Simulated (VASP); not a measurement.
# CdBiO4: single point with PBE

CdBiO4:

```xyz
6
Lattice="3.7472 0.0000 0.0000 -1.8736 3.2452 0.0000 0.0000 0.0000 6.1850" Properties=species:S:1:pos:R:3 pbc="T T T"
Cd    0.0000    0.0000    0.0000
Bi    0.0000    0.0000    3.0925
O     0.0000    2.1635    4.6292
O     0.0000    2.1635    1.5558
O     1.8736    1.0817    4.6292
O     1.8736    1.0817    1.5558
```

The cell was generated, and may not be a known phase.

| Quantity | Value |
| --- | --- |
| Program | VASP 6.6.1 |
| Task | single point |
| Functional | PBE |
| Potentials or basis | VASP PAW PBE potentials, release 64 (Cd, Bi_d, O) |
| Cutoff | 520 eV |
| k mesh | 6 × 6 × 2 |
| Occupations | gaussian, width 0.1 eV |
| Spin | no spin polarisation |

The pressure is 0.3 GPa, the largest force is 0.008 eV/Å and the band gap on the k mesh is zero (an odd number of electrons rules out a gap without spin polarisation).

Forces on the atoms (eV/Å):
```
Cd   0.000  0.000  0.000
Bi   0.000  0.000  0.000
O    0.000  0.000 -0.008
O    0.000  0.000  0.008
O    0.000  0.000 -0.008
O    0.000  0.000  0.008
```

Stress tensor (GPa, compression positive):
```
0.23 0.00 0.00
0.00 0.23 0.00
0.00 0.00 0.36
```

Levels at points of the mesh, in eV from the Fermi level:
| k point | band 22 | band 23 | band 24 | band 25 | band 26 | band 27 | band 28 | band 29 |
| --- | --- | --- | --- | --- | --- | --- | --- | --- |
| (0.00, 0.00, 0.00) | -1.71 | -1.71 | -1.53 | -0.42 | -0.37 | -0.37 | 1.25 | 3.19 |
| (0.50, 0.00, 0.00) | -1.59 | -1.32 | -1.08 | -0.48 | 0.52 | 0.54 | 2.95 | 2.96 |
| (0.00, 0.00, 0.50) | -1.27 | -1.27 | -1.09 | -0.90 | -0.85 | -0.85 | 0.03 | 5.39 |
| (0.50, 0.00, 0.50) | -1.94 | -1.40 | -0.66 | -0.64 | 0.51 | 0.55 | 2.70 | 3.80 |

Run time: 65 s on 1 thread of Oxide Virtual Turin-like Processor, with other jobs on the host, peak memory 0.16 GiB.

Caveat: the k points lie up to 0.51 Å⁻¹ apart, too coarse for converged energies and pressures of a metal; spin-orbit coupling is left out, which moves the levels of the heavy elements; an odd number of electrons without spin polarisation forces a metal; a magnetic or distorted state may lie lower.
